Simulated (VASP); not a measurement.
Set up this calculation in VASP 6.6.1, as the native input.

```yaml
Task: single point
Functional: PBEsol
Potentials_or_basis: VASP PAW PBE potentials, release 64 (W_sv, C)
Cutoff: 520 eV
k_mesh: 24 × 24 × 24
Occupations: gaussian, width 0.15 eV
Spin: no spin polarisation
Dipole_correction: no
Further_INCAR_settings: ALGO = Normal; EDIFF = 1e-06; NBANDS = 16
```

The structure of WC lies in POSCAR:

```
WC
1.0
    0.0000000000      2.1726853742      2.2270025086
    2.1726853742      0.0000000000      2.2270025086
    2.1726853742      2.1726853742      0.0000000000
W C
1 1
Direct
    0.0000000000      0.0000000000      0.0000000000
    0.5000000000      0.5000000000      0.5000000000
```

This cell differs from its parent crystal: strain +0.000 along x and y, +0.025 along z.

These files were run (other wordings do the same):

INCAR

```
ALGO     = Normal         # electronic algorithm
EDIFF    = 1E-6           # SCF threshold, eV
ENCUT    = 520            # plane-wave cutoff, eV
GGA      = PS             # functional
ISIF     = 2              # what is computed and relaxed
ISMEAR   = 0              # smearing method
LASPH    = T              # aspherical terms in the spheres
LCHARG   = F              # write CHGCAR
LREAL    = F              # projectors in reciprocal space
LWAVE    = F              # write WAVECAR
NBANDS   = 16             # bands
NELM     = 80             # most SCF steps
PREC     = Accurate       # precision mode
SIGMA    = 0.15           # smearing width, eV
```

KPOINTS

```
k-points
0
Gamma
  24 24 24
```

Potentials or basis: VASP PAW PBE potentials, release 64 (W_sv, C).

Run with:

```sh
$ cat potpaw_PBE.64/W_sv/POTCAR potpaw_PBE.64/C/POTCAR > POTCAR
$ mpirun -np 1 vasp_std > vasp.out
```

Results of the run:

The pressure is -7.6 GPa and the band gap on the k mesh is zero (bands 9 and 10 overlap by 3.06 eV).

Caveat: the cell differs from its parent crystal (strain +0.000 along x and y, +0.025 along z); the stress differs along the axes, from -16 to -3 GPa; the PAW data sets were made with another functional, which shifts forces and pressure a little; spin-orbit coupling is left out, which moves the levels of the heavy elements.

Run time: 2.1 min on 1 thread of Intel(R) Xeon(R) 6975P-C (Granite Rapids) (shared host), peak memory 0.44 GiB.
